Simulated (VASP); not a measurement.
Input of a VASP 6.6.1 run:

Contents of INCAR:

```
SYSTEM = Nb2PdSe4
ALGO = Normal ; EDIFF = 1E-6
ENCUT = 520 ; GGA = PE
ISIF = 2 ; ISMEAR = 0
LASPH = .TRUE. ; LCHARG = .TRUE.
LELF = .TRUE. ; LREAL = .FALSE.
LVHAR = .TRUE. ; LWAVE = .FALSE.
NBANDS = 73 ; NELM = 60
PREC = Accurate ; SIGMA = 0.2
```

Contents of KPOINTS:

```
k-points
0
G
  6 4 2
  0 0 0
```

POSCAR

```
Nb2PdSe4
1.0
    0.0006922297      3.5265029202     -0.0002932357
   -0.0002782661     -0.0005121684      6.1289367424
   13.1363478529      0.0025650306     -0.0006025696
Nb Pd Se
4 2 8
Direct
    0.0007099010      0.0212937659      0.2500258172
    0.5008608814      0.4898035558      0.2500204363
    0.9993536649      0.9787200556      0.7500088963
    0.4990729106      0.5101785238      0.7499973607
    0.0000044059     -0.0001657685      0.4999549792
    0.0000158225      0.0001614863     -0.0000436716
    0.0009357399      0.3465062609      0.1196165125
    0.0006306044      0.3465709934      0.3804434638
    0.5004774865      0.8330754801      0.3708163388
    0.5007983306      0.8331148054      0.1291598940
    0.9993254594      0.6534284020      0.6196000102
   -0.0009819949      0.6534985051      0.8804185230
    0.4995561154      0.1668448758      0.6291596608
    0.4992406723      0.1669690584      0.8708217788
```

Potentials or basis: VASP PAW PBE potentials, release 64 (Nb_sv, Pd, Se).

Run with:

```sh
$ cat potpaw_PBE.64/Nb_sv/POTCAR potpaw_PBE.64/Pd/POTCAR potpaw_PBE.64/Se/POTCAR > POTCAR
$ mpirun -np 1 vasp_std > vasp.out
```

Question: What does it give for the largest force?

Answer: 0.011 eV/Å.

Question: Predict the band gap on the k mesh.

Answer: Zero (bands 60 and 61 overlap by 0.32 eV).

Question: Predict the pressure.

Answer: 0.0 GPa.

Stress tensor (GPa, compression positive):
```
-0.04 -0.01  0.00
-0.01  0.02  0.00
 0.00  0.00 -0.07
```
